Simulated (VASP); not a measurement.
The system is SiSe2.

```
Si Se
1.0
    -3.11202    5.01022    2.93545
     3.11202   -5.01022    2.93545
     3.11202    5.01022   -2.93545
Si Se
2 4
Direct
  0.75000 0.75000 0.00000
  0.25000 0.25000 0.00000
  0.12065 0.20322 0.32387
  0.87935 0.79678 0.67613
  0.37935 0.70322 0.08257
  0.62065 0.29678 0.91743
```

| Property | Result |
| --- | --- |
| Program | VASP 6.6.1 |
| Task | relaxation of cell and atoms |
| Functional | PBE |
| Potentials or basis | VASP PAW PBE potentials, release 64 (Si, Se) |
| Cutoff | 500 eV |
| k mesh | 6 × 6 × 6 |
| Occupations | gaussian, width 0.02 eV |
| Spin | no spin polarisation |

At the start: pressure 1.7 GPa; volume 30.51 Å³/atom.

Question: Where does the relaxation end?

Answer: Over 11 steps the energy falls by 10.6 meV/atom and the volume is 35.97 Å³/atom (+17.9 %); space group Ibam (No. 72, to 0.1 Å) before and after.

Step by step:
```
step  energy change (eV)  largest force (eV/Å)  pressure (GPa)  volume (Å³)
   1              0.0000                0.3292            1.69       183.08
   2              0.0022                0.5211           -1.35       191.75
   3             -0.0265                0.1041            0.12       187.23
   4             -0.0289                0.0963            0.11       188.03
   5             -0.0354                0.0718            0.09       190.43
   6             -0.0448                0.0186            0.06       195.30
   7             -0.0500                0.1074            0.09       205.25
   8             -0.0521                0.0869            0.05       206.26
   9             -0.0571                0.0278           -0.08       209.29
  10             -0.0611                0.0878           -0.31       215.40
  11             -0.0634                0.0115           -0.01       215.82
```

Final structure:
```cif
data_structure
_symmetry_space_group_name_H-M 'P 1'
_symmetry_Int_Tables_number 1
_cell_length_a 7.0591
_cell_length_b 7.0591
_cell_length_c 7.0591
_cell_angle_alpha 123.930
_cell_angle_beta 78.199
_cell_angle_gamma 130.265
_cell_volume 215.82
loop_
_atom_site_label
_atom_site_type_symbol
_atom_site_fract_x
_atom_site_fract_y
_atom_site_fract_z
_atom_site_occupancy
Si1 Si 0.75000 0.75000 0.00000 1
Si2 Si 0.25000 0.25000 0.00000 1
Se1 Se 0.11203 0.19046 0.30249 1
Se2 Se 0.88797 0.80954 0.69751 1
Se3 Se 0.38797 0.69046 0.07843 1
Se4 Se 0.61203 0.30954 0.92157 1
```

Caveat: the volume moved by over 15 % at a fixed basis, so the end points are rough.
